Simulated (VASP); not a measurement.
# Au (Fm-3m) in VASP: single point with PBEsol

Aim: the single point of Au with PBEsol.

Program: VASP 6.6.1. These are calculated values, not measurements. Logs are shortened: lines on timing, memory, paths and dates and some standing lists are left out, and cuts for length are marked.

## 1. The cell of the first run

It takes space group Fm-3m (No. 225, cubic). The conventional cell has a = 4.084 Å, b = 4.084 Å, c = 4.084 Å, α = 90.00°, β = 90.00°, γ = 90.00°. Au (site symmetry m-3m) has 12 Au at 2.89 Å within 3.8 Å.

## 2. Single point, PBEsol

The input, INCAR:

```
SYSTEM = Au
PREC = Accurate
ENCUT = 520
EDIFF = 1E-6
ISMEAR = 0
SIGMA = 0.15
LREAL = .False.
LASPH = .True.
NELM = 100
ALGO = Fast
ISIF = 2
LWAVE = .False.
LCHARG = .False.
GGA = PS
NBANDS = 54
```

The input, KPOINTS:

```
Automatic mesh
0
Gamma
  14 14 14
  0 0 0
```

The input, POSCAR:

```
Au
1.0
    4.0838687702      0.0000000000      4.0838687702
    4.0838687702      4.0838687702      0.0000000000
    0.0000000000      4.0838687702      4.0838687702
Au
8
Direct
    0.0000000000      0.0000000000      0.0000000000
    0.0000000000      0.5000000000      0.0000000000
    0.5000000000      0.0000000000      0.0000000000
    0.5000000000      0.5000000000      0.0000000000
    0.0000000000      0.0000000000      0.5000000000
    0.0000000000      0.5000000000      0.5000000000
    0.5000000000      0.0000000000      0.5000000000
    0.5000000000      0.5000000000      0.5000000000
```

Potentials or basis: VASP PAW PBE potentials, release 64 (Au).

Started as:

```
$ cat potpaw_PBE.64/Au/POTCAR > POTCAR
$ mpirun -np 1 vasp_std > vasp.out
```

OUTCAR:

```text
SYSTEM = Au
   PREC = Accurate
   ENCUT = 520
   EDIFF = 1E-6
   ISMEAR = 0
   LREAL = .False.
   LASPH = .True.
   NELM = 100
   ISIF = 2
   GGA = PS

 ion  position               nearest neighbor table
   1  0.000  0.000  0.000-   2 2.89   3 2.89   5 2.89   5 2.89   6 2.89   7 2.89   2 2.89   4 2.89
                             6 2.89   3 2.89   4 2.89   7 2.89
   2  0.000  0.500  0.000-   1 2.89   4 2.89   6 2.89   5 2.89   6 2.89   8 2.89   1 2.89   3 2.89
                             5 2.89   3 2.89   4 2.89   8 2.89
   3  0.500  0.000  0.000-   1 2.89   4 2.89   7 2.89   5 2.89   7 2.89   8 2.89   2 2.89   4 2.89
                             8 2.89   1 2.89   2 2.89   5 2.89
   4  0.500  0.500  0.000-   2 2.89   3 2.89   8 2.89   6 2.89   7 2.89   8 2.89   1 2.89   3 2.89
                             7 2.89   1 2.89   2 2.89   6 2.89
   5  0.000  0.000  0.500-   1 2.89   6 2.89   7 2.89   1 2.89   2 2.89   3 2.89   2 2.89   6 2.89
                             8 2.89   3 2.89   7 2.89   8 2.89
   6  0.000  0.500  0.500-   2 2.89   5 2.89   8 2.89   1 2.89   2 2.89   4 2.89   1 2.89   5 2.89
                             7 2.89   4 2.89   7 2.89   8 2.89
   7  0.500  0.000  0.500-   3 2.89   5 2.89   8 2.89   1 2.89   3 2.89   4 2.89   4 2.89   6 2.89
                             8 2.89   1 2.89   5 2.89   6 2.89
   8  0.500  0.500  0.500-   4 2.89   6 2.89   7 2.89   2 2.89   3 2.89   4 2.89   3 2.89   5 2.89
                             7 2.89   2 2.89   5 2.89   6 2.89
[... 6 lines left out ...]
 A1 = (   4.0838687702,   0.0000000000,   4.0838687702)
 A2 = (   4.0838687702,   4.0838687702,   0.0000000000)
 A3 = (   0.0000000000,   4.0838687702,   4.0838687702)

Analysis of symmetry for initial positions (statically):
=====================================================================
 Subroutine PRICEL returns following result:

  LATTYP: Found a face centered cubic cell.
 ALAT       =     4.0838687702

  Lattice vectors:

 A1 = (   2.0419343851,   0.0000000000,   2.0419343851)
 A2 = (   2.0419343851,   2.0419343851,   0.0000000000)
 A3 = (   0.0000000000,   2.0419343851,   2.0419343851)

   8 primitive cells build up your supercell.

 Routine SETGRP: Setting up the symmetry group for a
 face centered cubic supercell.

 Subroutine GETGRP returns: Found 48 space group operations
 (whereof 48 operations were pure point group operations)
 out of a pool of 48 trial point group operations.

The static configuration has the point symmetry O_h .

Analysis of symmetry for dynamics (positions and initial velocities):
=====================================================================
 Subroutine PRICEL returns following result:

  LATTYP: Found a face centered cubic cell.
[... 125 lines left out ...]
   PSTRESS=    0.0 pullay stress
   NELECT =      88.0000    total number of electrons
   NUPDOWN=      -1.0000    fix difference up-down
   EMIN   =  10.00;   EMAX   =-10.00  energy-range for DOS
   EFERMI =   0.00;   METHOD = LEGACY
   ISMEAR =     0;   SIGMA  =   0.15  broadening in eV -4-tet -1-fermi 0-gaus
   EFERMI_NEDOS =   21; number of points for ismear=-14 and -15
   IALGO  =     68    algorithm
   IMIX   =      4    mixing-type and parameters
     AMIX     =   0.40;   BMIX     =  1.00
     AMIX_MAG =   1.60;   BMIX_MAG =  1.00
  volume/ion in A,a.u.               =      17.03       114.91
  Fermi-wavevector in a.u.,A,eV,Ry     =   1.415209  2.674357 27.249977  2.002817
  Thomas-Fermi vector in A             =   2.536671
   LORBIT       =      0    0 simple, 1 ext, 2 COOP (PROOUT), +10 PAW based schemes
   GGA     = PS    functional components
   LHFCALC =     F    Hartree Fock is set to
   AEXX    =    0.0000 exact exchange contribution
   IVDW    =     0    specifies the selected vdW correction
   LEPSILON=     F    determine dielectric tensor
   LRPA    =     F    only Hartree local field effects (RPA)
 non-spin polarized calculation
 RMM-DIIS sequential band-by-band and
 Gauss-broadening in eV      SIGMA  =   0.15
  energy-cutoff  :      520.00
  volume of cell :      136.22
 maximum number of plane-waves:      3695
 NGX is ok and might be reduce to    48
   NGX = 21   NGY = 21   NGZ = 21

 number of electron      87.9999998 magnetization

 Free energy of the ion-electron system (eV)
  ---------------------------------------------------
  ext. energy  EPLUGINS =         0.00000000
  ---------------------------------------------------
  free energy    TOTEN  =       -31.40841807 eV

  energy without entropy =      -31.38814792  energy(sigma->0) =      -31.39828300

 E-fermi :   9.3089     XC(G=0): -12.8898

 val. band max:        9.3081426910   @ k =  -0.2857   0.2857   0.0000
 cond. band min:       9.3434602783   @ k =   0.4286   0.1429   0.0000
 fundamental gap:      0.0353175873
 Fermi energy:         9.3089400396

 k-point     1 :       0.0000    0.0000    0.0000
  band No.  band energies     occupation
      1      -0.6378      2.00000
      2       1.9506      2.00000
      3       1.9506      2.00000
      4       1.9506      2.00000
      5       1.9506      2.00000
      6       2.2113      2.00000
[... 1357 lines left out ...]
     53      14.9851      0.00000
     54      15.3950      0.00000

 [... further k-points ...]

------------------------ aborting loop because EDIFF is reached ----------------------------------------

  FORCE on cell =-STRESS in cart. coord.  units (eV):
  Direction    XX          YY          ZZ          XY          YZ          ZX
  --------------------------------------------------------------------------------------
  -------------------------------------------------------------------------------------
  Total       -0.3000650     -0.3000650     -0.3000650     -0.0000000     -0.0000000     -0.0000000
  in kB       -3.5292357     -3.5292357     -3.5292357     -0.0000000     -0.0000000     -0.0000000
  external PRESSURE =      -3.5292357 kB  Pullay stress =       0.0000000 kB

 VOLUME and BASIS-vectors are now :
 -----------------------------------------------------------------------------
  energy-cutoff  :      520.00
  volume of cell :      136.22
      direct lattice vectors                 reciprocal lattice vectors
     4.083868770  0.000000000  4.083868770     0.122432925 -0.122432925  0.122432925
     4.083868770  4.083868770  0.000000000     0.122432925  0.122432925 -0.122432925
     0.000000000  4.083868770  4.083868770    -0.122432925  0.122432925  0.122432925

 POSITION                                       TOTAL-FORCE (eV/Angst)
 -----------------------------------------------------------------------------------
      0.00000      0.00000      0.00000         0.000000     -0.000000     -0.000000
      2.04193      2.04193      0.00000         0.000000     -0.000000     -0.000000
      2.04193      0.00000      2.04193        -0.000000     -0.000000      0.000000
      4.08387      2.04193      2.04193         0.000000      0.000000      0.000000
      0.00000      2.04193      2.04193        -0.000000     -0.000000      0.000000
      2.04193      4.08387      2.04193         0.000000     -0.000000     -0.000000
      2.04193      2.04193      4.08387        -0.000000      0.000000      0.000000
      4.08387      4.08387      4.08387         0.000000      0.000000     -0.000000
 -----------------------------------------------------------------------------------
    total drift:                                0.000000      0.000000      0.000000

  FREE ENERGIE OF THE ION-ELECTRON SYSTEM (eV)
  ---------------------------------------------------
  free  energy   TOTEN  =       -31.4084180676 eV

  energy  without entropy=      -31.3881479231  energy(sigma->0) =      -31.39828300
```

OSZICAR:

```text
N       E                     dE             d eps       ncg     rms          rms(c)
DAV:   1     0.611742272108E+03    0.61174E+03   -0.45620E+04 11256   0.159E+03
DAV:   2    -0.137828259140E+02   -0.62553E+03   -0.59963E+03 12026   0.358E+02
DAV:   3    -0.339255367062E+02   -0.20143E+02   -0.19761E+02 12522   0.618E+01
DAV:   4    -0.341248556628E+02   -0.19932E+00   -0.19907E+00 11862   0.620E+00
DAV:   5    -0.341266551689E+02   -0.17995E-02   -0.17992E-02 12118   0.636E-01    0.272E+01
RMM:   6    -0.315926835859E+02    0.25340E+01   -0.60802E+00 11232   0.116E+01    0.167E+01
RMM:   7    -0.314352668201E+02    0.15742E+00   -0.12561E+00 11323   0.479E+00    0.709E+00
RMM:   8    -0.314109304100E+02    0.24336E-01   -0.20166E-01 11312   0.220E+00    0.170E+00
RMM:   9    -0.314081948827E+02    0.27355E-02   -0.18444E-02 11599   0.605E-01    0.260E-01
RMM:  10    -0.314085306350E+02   -0.33575E-03   -0.28285E-03 11713   0.173E-01    0.285E-01
RMM:  11    -0.314084109120E+02    0.11972E-03   -0.84142E-04 11675   0.140E-01    0.477E-02
RMM:  12    -0.314084184920E+02   -0.75800E-05   -0.62365E-05 11820   0.365E-02    0.211E-02
RMM:  13    -0.314084196115E+02   -0.11195E-05   -0.11755E-05 10570   0.126E-02    0.214E-02
RMM:  14    -0.314084222215E+02   -0.26100E-05   -0.43848E-06  8639   0.933E-03    0.413E-02
RMM:  15    -0.314084186682E+02    0.35533E-05   -0.11620E-05 11603   0.153E-02    0.231E-02
RMM:  16    -0.314084180676E+02    0.60063E-06   -0.52359E-07  6116   0.319E-03
   1 F= -.31408418E+02 E0= -.31398283E+02  d E =-.202701E-01
```

It took 13 min on 1 thread of Intel Xeon Platinum 8488C (Sapphire Rapids), shared host; peak memory 0.67 GiB.

Results:

| Quantity | Value |
| --- | --- |
| Free energy | -31.4084 eV |
| Pressure | -0.4 GPa |
| Band gap on the k mesh | zero (bands 44 and 45 overlap by 2.04 eV) |

Levels at points of the mesh, in eV from the Fermi level:
| k point | band 40 | band 41 | band 42 | band 43 | band 44 | band 45 | band 46 | band 47 | band 48 | band 49 |
| --- | --- | --- | --- | --- | --- | --- | --- | --- | --- | --- |
| (0.00, 0.00, 0.00) | -1.64 | -1.64 | -1.05 | -1.05 | -1.05 | -1.05 | 0.94 | 0.94 | 0.94 | 3.04 |
| (0.50, 0.00, 0.00) | -1.87 | -1.87 | -1.87 | 1.00 | 1.00 | 1.00 | 1.00 | 1.00 | 1.00 | 5.35 |
| (0.50, 0.50, 0.00) | -2.61 | -1.64 | -1.64 | -0.30 | -0.30 | -0.30 | -0.30 | 4.67 | 4.67 | 6.25 |

Caveat: the PAW data sets were made with another functional, which shifts forces and pressure a little; spin-orbit coupling is left out, which moves the levels of the heavy elements.

The gap in the log of VASP goes by the Fermi energy; the results here count the filled bands.